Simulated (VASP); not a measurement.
# HfC (km) (Fm-3m) in VASP: single point with PBEsol

Aim: the single point of HfC (km) with PBEsol.

Everything below comes from runs of VASP 6.6.1. Logs are shortened: lines on timing, memory, paths and dates and some standing lists are left out, and cuts for length are marked.

### 1 The cell of the first run

It takes space group Fm-3m (No. 225, cubic). Conventional cell: a = 4.607 Å, b = 4.607 Å, c = 4.607 Å, α = 90.00°, β = 90.00°, γ = 90.00°. Within 3.0 Å of Hf (site symmetry m-3m) lie 6 C at 2.30 Å. C (site symmetry m-3m) has 6 Hf at 2.30 Å within 3.0 Å.

### 2 Single point, PBEsol

File INCAR:

```
PREC = Accurate
ENCUT = 600
EDIFF = 1E-6
ISMEAR = 0
SIGMA = 0.1
LREAL = False
LASPH = True
NELM = 120
ALGO = Normal
ISIF = 2
LWAVE = False
LCHARG = False
GGA = PS
NBANDS = 14
GGA_COMPAT = False
```

File KPOINTS:

```
regular mesh
0
Gamma
  6 6 6
```

File POSCAR:

```
HfC
1.0
    0.0000000000      2.3035754734      2.3035754734
    2.3035754734      0.0000000000      2.3035754734
    2.3035754734      2.3035754734      0.0000000000
Hf C
1 1
Direct
    0.0000000000      0.0000000000      0.0000000000
    0.5000000000      0.5000000000      0.5000000000
```

Potentials or basis: VASP PAW PBE potentials, release 64 (Hf_pv, C).

The run is started by

```sh
> cat potpaw_PBE.64/Hf_pv/POTCAR potpaw_PBE.64/C/POTCAR > POTCAR
> mpirun -np 1 vasp_std > vasp.out
```

OUTCAR:

```text
PREC = Accurate
   ENCUT = 600
   EDIFF = 1E-6
   ISMEAR = 0
   LREAL = False
   LASPH = True
   NELM = 120
   ISIF = 2
   GGA = PS

 ion  position               nearest neighbor table
   1  0.000  0.000  0.000-   2 2.30   2 2.30   2 2.30   2 2.30   2 2.30   2 2.30
   2  0.500  0.500  0.500-   1 2.30   1 2.30   1 2.30   1 2.30   1 2.30   1 2.30

  LATTYP: Found a face centered cubic cell.
 ALAT       =     4.6071509468

  Lattice vectors:

 A1 = (   0.0000000000,   2.3035754734,   2.3035754734)
 A2 = (   2.3035754734,   0.0000000000,   2.3035754734)
 A3 = (   2.3035754734,   2.3035754734,   0.0000000000)

Analysis of symmetry for initial positions (statically):
=====================================================================
 Subroutine PRICEL returns:
 Original cell was already a primitive cell.

 Routine SETGRP: Setting up the symmetry group for a
 face centered cubic supercell.

 Subroutine GETGRP returns: Found 48 space group operations
 (whereof 48 operations were pure point group operations)
 out of a pool of 48 trial point group operations.

The static configuration has the point symmetry O_h .

Analysis of symmetry for dynamics (positions and initial velocities):
=====================================================================
 Subroutine PRICEL returns:
 Original cell was already a primitive cell.

 Routine SETGRP: Setting up the symmetry group for a
 face centered cubic supercell.

 Subroutine GETGRP returns: Found 48 space group operations
 (whereof 48 operations were pure point group operations)
 out of a pool of 48 trial point group operations.

The dynamic configuration has the point symmetry O_h .

 Subroutine INISYM returns: Found 48 space group operations
 (whereof 48 operations are pure point group operations),
 and found     1 'primitive' translations

----------------------------------------------------------------------------------------

                                     Primitive cell

  volume of cell :      24.4477

  direct lattice vectors                    reciprocal lattice vectors
     0.000000000  2.303575473  2.303575473    -0.217053882  0.217053882  0.217053882
     2.303575473  0.000000000  2.303575473     0.217053882 -0.217053882  0.217053882
     2.303575473  2.303575473  0.000000000     0.217053882  0.217053882 -0.217053882

  length of vectors
     3.257747676  3.257747676  3.257747676     0.375948352  0.375948352  0.375948352

  position of ions in fractional coordinates (direct lattice)
     0.000000000  0.000000000  0.000000000
     0.500000000  0.500000000  0.500000000

  ion indices of the primitive-cell ions
   primitive index   ion index
                 1           1
                 2           2

----------------------------------------------------------------------------------------

 KPOINTS: regular mesh

Automatic generation of k-mesh.
 Grid dimensions read from file:
 generate k-points for:    6    6    6

 Generating k-lattice:

  Cartesian coordinates                     Fractional coordinates (reciprocal lattice)
    -0.036175647  0.036175647  0.036175647     0.166666667  0.000000000  0.000000000
     0.036175647 -0.036175647  0.036175647     0.000000000  0.166666667  0.000000000
     0.036175647  0.036175647 -0.036175647     0.000000000  0.000000000  0.166666667

  Length of vectors
     0.062658059  0.062658059  0.062658059

  Shift w.r.t. Gamma in fractional coordinates (k-lattice)
     0.000000000  0.000000000  0.000000000

 Subroutine IBZKPT returns following result:
 ===========================================

 Found     16 irreducible k-points:

 Following reciprocal coordinates:
            Coordinates               Weight
  0.000000  0.000000  0.000000      1.000000
  0.166667  0.000000  0.000000      8.000000
  0.333333  0.000000  0.000000      8.000000
  0.500000  0.000000  0.000000      4.000000
  0.166667  0.166667  0.000000      6.000000
  0.333333  0.166667  0.000000     24.000000
[... 8 lines left out ...]
 -0.333333  0.333333  0.166667     24.000000
 -0.333333  0.500000  0.166667     12.000000
   k-points           NKPTS =     16   k-points in BZ     NKDIM =     16   number of bands    NBANDS=     14
   number of dos      NEDOS =    301   number of ions     NIONS =      2
   total plane-waves  NPLWV =  21952
   dimension x,y,z NGX =    28 NGY =   28 NGZ =   28
   dimension x,y,z NGXF=    56 NGYF=   56 NGZF=   56
   ions per type =               1   1
   NGX,Y,Z   is equivalent  to a cutoff of  14.29, 14.29, 14.29 a.u.
   NGXF,Y,Z  is equivalent  to a cutoff of  28.58, 28.58, 28.58 a.u.
 SYSTEM =  unknown system
   PREC   = accura    normal or accurate (medium, high low for compatibility)
   ISTART =      0    job   : 0-new  1-cont  2-samecut
   ICHARG =      2    charge: 1-file 2-atom 10-const
   ISPIN  =      1    spin polarized calculation?
   LNONCOLLINEAR =      F non collinear calculations
   LSORBIT =      F    spin-orbit coupling
   LASPH  =      T    aspherical Exc in radial PAW
   ENCUT  =  600.0 eV  44.10 Ry    6.64 a.u.   6.51  6.51  6.51*2*pi/ulx,y,z
   NELM   =    120;   NELMIN=  2; NELMDL= -5     # of ELM steps
   EDIFF  = 0.1E-05   stopping-criterion for ELM
   LREAL  =      F    real-space projection
   EDIFFG = 0.1E-04   stopping-criterion for IOM
   NSW    =      0    number of steps for IOM
   IBRION =     -1    ionic relax: 0-MD 1-quasi-New 2-CG
   NFREE  =      0    steps in history (QN), initial steepest desc. (CG)
   ISIF   =      2    stress and relaxation
   ISYM   =      2    0-nonsym 1-usesym 2-fastsym
   POTIM  = 0.5000    time-step for ionic-motion
   TEBEG  =    0.0;   TEEND  =   0.0 temperature during run
   PSTRESS=    0.0 pullay stress
   NELECT =      14.0000    total number of electrons
   NUPDOWN=      -1.0000    fix difference up-down
   EMIN   =  10.00;   EMAX   =-10.00  energy-range for DOS
   EFERMI =   0.00;   METHOD = LEGACY
   ISMEAR =     0;   SIGMA  =   0.10  broadening in eV -4-tet -1-fermi 0-gaus
   EFERMI_NEDOS =   21; number of points for ismear=-14 and -15
   IALGO  =     38    algorithm
   IMIX   =      4    mixing-type and parameters
     AMIX     =   0.40;   BMIX     =  1.00
     AMIX_MAG =   1.60;   BMIX_MAG =  1.00
  volume/ion in A,a.u.               =      12.22        82.49
  Fermi-wavevector in a.u.,A,eV,Ry     =   1.359477  2.569038 25.145969  1.848177
  Thomas-Fermi vector in A             =   2.486221
   LORBIT       =      0    0 simple, 1 ext, 2 COOP (PROOUT), +10 PAW based schemes
   GGA     = PS    functional components
   LHFCALC =     F    Hartree Fock is set to
   AEXX    =    0.0000 exact exchange contribution
   IVDW    =     0    specifies the selected vdW correction
   LEPSILON=     F    determine dielectric tensor
   LRPA    =     F    only Hartree local field effects (RPA)
 non-spin polarized calculation
 Gauss-broadening in eV      SIGMA  =   0.10
  energy-cutoff  :      600.00
  volume of cell :       24.45
 maximum number of plane-waves:       869
 NGX is ok and might be reduce to    28
   NGX = 13   NGY = 13   NGZ = 13

 number of electron      13.9999999 magnetization

 Free energy of the ion-electron system (eV)
  ---------------------------------------------------
  ext. energy  EPLUGINS =         0.00000000
  ---------------------------------------------------
  free energy    TOTEN  =       -22.18314578 eV

  energy without entropy =      -22.18148312  energy(sigma->0) =      -22.18231445

 E-fermi :   5.8971     XC(G=0): -12.5563

 val. band max:        5.7836528541   @ k =   0.1667   0.1667   0.0000
 cond. band min:       5.9829851997   @ k =   0.5000   0.5000   0.0000
 fundamental gap:      0.1993323456
 Fermi energy:         5.8971363502

 k-point     1 :       0.0000    0.0000    0.0000
  band No.  band energies     occupation
      1     -23.3488      2.00000
      2     -23.3488      2.00000
      3     -23.3488      2.00000
      4      -6.4016      2.00000
      5       7.0761      0.00000
      6       7.0761      0.00000
      7       7.0761      0.00000
      8       7.3702      0.00000
      9       7.3702      0.00000
     10       7.3702      0.00000
     11       9.4695      0.00000
     12       9.4695      0.00000
     13      13.1908      0.00000
     14      17.0448      0.00000

 k-point     2 :       0.1667    0.0000    0.0000
  band No.  band energies     occupation
      1     -23.5500      2.00000
      2     -23.3681      2.00000
      3     -23.3681      2.00000
      4      -5.6933      2.00000
      5       4.4414      2.00000
      6       5.1582      2.00000
      7       5.1582      2.00000
      8       8.2674      0.00000
      9       8.2674      0.00000
     10       8.5818      0.00000
     11      11.9616      0.00000
     12      11.9616      0.00000
     13      14.4832      0.00000
     14      18.8766      0.00000

 k-point     3 :       0.3333    0.0000    0.0000
  band No.  band energies     occupation
      1     -23.9289      2.00000
      2     -23.4061      2.00000
      3     -23.4061      2.00000
      4      -3.9470      2.00000
      5       1.5423      2.00000
      6       3.5148      2.00000
      7       3.5148      2.00000
      8       9.7771      0.00000
      9      10.1009      0.00000
     10      10.1009      0.00000
     11      15.2666      0.00000
     12      15.5640      0.00000
     13      15.5640      0.00000
     14      19.9062      0.00000
[... 188 lines left out ...]
 k-point    15 :      -0.3333    0.3333    0.1667
  band No.  band energies     occupation
      1     -23.9217      2.00000
      2     -23.7199      2.00000
      3     -23.5402      2.00000
      4      -3.3855      2.00000
      5       1.6768      2.00000
      6       3.2744      2.00000
      7       3.6609      2.00000
      8       9.8072      0.00000
      9       9.8446      0.00000
     10      12.5730      0.00000
     11      14.7252      0.00000
     12      15.0507      0.00000
     13      18.5031      0.00000
     14      19.5691      0.00000

 k-point    16 :      -0.3333    0.5000    0.1667
  band No.  band energies     occupation
      1     -23.9153      2.00000
      2     -23.7123      2.00000
      3     -23.6197      2.00000
      4      -3.8860      2.00000
      5       3.3225      2.00000
      6       3.4406      2.00000
      7       3.6013      2.00000
      8       8.0626      0.00000
      9      11.4078      0.00000
     10      12.9742      0.00000
     11      13.0004      0.00000
     12      14.8452      0.00000
     13      17.9664      0.00000
     14      19.4613      0.00000

------------------------ aborting loop because EDIFF is reached ----------------------------------------

  FORCE on cell =-STRESS in cart. coord.  units (eV):
  Direction    XX          YY          ZZ          XY          YZ          ZX
  --------------------------------------------------------------------------------------
  -------------------------------------------------------------------------------------
  Total       -0.0546251     -0.0546251     -0.0546251      0.0000000      0.0000000      0.0000000
  in kB       -3.5798547     -3.5798547     -3.5798547      0.0000000      0.0000000      0.0000000
  external PRESSURE =      -3.5798547 kB  Pullay stress =       0.0000000 kB

 VOLUME and BASIS-vectors are now :
 -----------------------------------------------------------------------------
  energy-cutoff  :      600.00
  volume of cell :       24.45
      direct lattice vectors                 reciprocal lattice vectors
     0.000000000  2.303575473  2.303575473    -0.217053882  0.217053882  0.217053882
     2.303575473  0.000000000  2.303575473     0.217053882 -0.217053882  0.217053882
     2.303575473  2.303575473  0.000000000     0.217053882  0.217053882 -0.217053882

 POSITION                                       TOTAL-FORCE (eV/Angst)
 -----------------------------------------------------------------------------------
      0.00000      0.00000      0.00000         0.000000      0.000000      0.000000
      2.30358      2.30358      2.30358        -0.000000     -0.000000     -0.000000
 -----------------------------------------------------------------------------------
    total drift:                                0.000000      0.000000      0.000000

  FREE ENERGIE OF THE ION-ELECTRON SYSTEM (eV)
  ---------------------------------------------------
  free  energy   TOTEN  =       -22.1831457798 eV

  energy  without entropy=      -22.1814831196  energy(sigma->0) =      -22.18231445
```

It took 14 s on 1 thread of AMD EPYC 7R13, shared host; peak memory 0.13 GiB.

Results:

| Item | Value |
| --- | --- |
| Free energy | -22.1831 eV |
| Pressure | -0.4 GPa |
| Band gap on the k mesh | zero (band 7 reaches 7.08 eV, above the bottom of band 8 at 5.69 eV) |

Levels at points of the mesh, in eV from the Fermi level:
| k point | band 5 | band 6 | band 7 | band 8 | band 9 | band 10 |
| --- | --- | --- | --- | --- | --- | --- |
| (0.00, 0.00, 0.00) | 1.18 | 1.18 | 1.18 | 1.47 | 1.47 | 1.47 |
| (0.50, 0.00, 0.00) | -6.17 | -2.95 | -2.95 | 5.58 | 5.58 | 6.07 |
| (0.50, 0.50, 0.00) | -2.42 | -1.80 | 0.09 | 0.09 | 5.58 | 7.07 |

Caveat: the k points lie up to 0.39 Å⁻¹ apart; the PAW data sets were made with another functional, which shifts forces and pressure a little; spin-orbit coupling is left out, which moves the levels of the heavy elements.
